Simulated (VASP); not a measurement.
Wanted: the native input for a VASP 6.6.1 run.

* Task: single point
* Functional: PBE
* Potentials or basis: VASP PAW PBE potentials, release 64 (Ga_d, P)
* Cutoff: 520 eV
* k mesh: 8 × 8 × 8
* Occupations: gaussian, width 0.05 eV
* Spin: no spin polarisation
* Dipole correction: no
* Further INCAR settings: ALGO = Normal; EDIFF = 1e-06; NBANDS = 16

The structure of GaP lies in POSCAR:

```
GaP
1.0
    0.0000000000      2.6837233921      2.8213502327
    2.6837233921      0.0000000000      2.8213502327
    2.6837233921      2.6837233921      0.0000000000
Ga P
1 1
Direct
    0.0000000000      0.0000000000      0.0000000000
    0.7500000000      0.7500000000      0.7500000000
```

This cell differs from its parent crystal: strain -0.025 along x and y, +0.025 along z.

The input as run:

INCAR

```
SYSTEM = GaP
PREC     = Accurate       ! precision mode
ENCUT    = 520            ! plane-wave cutoff, eV
EDIFF    = 1E-6           ! SCF threshold, eV
ISMEAR   = 0              ! smearing method
SIGMA    = 0.05           ! smearing width, eV
LREAL    = .False.        ! projectors in reciprocal space
LASPH    = .True.         ! aspherical terms in the spheres
NELM     = 100            ! most SCF steps
ALGO     = Normal         ! electronic algorithm
ISIF     = 2              ! what is computed and relaxed
LWAVE    = .False.        ! write WAVECAR
LCHARG   = .False.        ! write CHGCAR
GGA      = PE             ! functional
NBANDS   = 16             ! bands
```

KPOINTS

```
regular mesh
0
Gamma
  8 8 8
  0 0 0
```

Potentials or basis: VASP PAW PBE potentials, release 64 (Ga_d, P).

The run is started by

```bash
$ cat potpaw_PBE.64/Ga_d/POTCAR potpaw_PBE.64/P/POTCAR > POTCAR
$ mpirun -np 1 vasp_std > vasp.out
```

Results of the run:

| Quantity | Value |
| --- | --- |
| Pressure | 2.0 GPa |
| Band gap on the k mesh | 1.40 eV, indirect (least direct gap 1.67 eV) |

Caveat: the cell differs from its parent crystal (strain -0.025 along x and y, +0.025 along z).

It took 42 s on 1 thread of AMD EPYC 7R43 64-Core Processor (Zen 3) (shared host), peak memory 0.15 GiB.
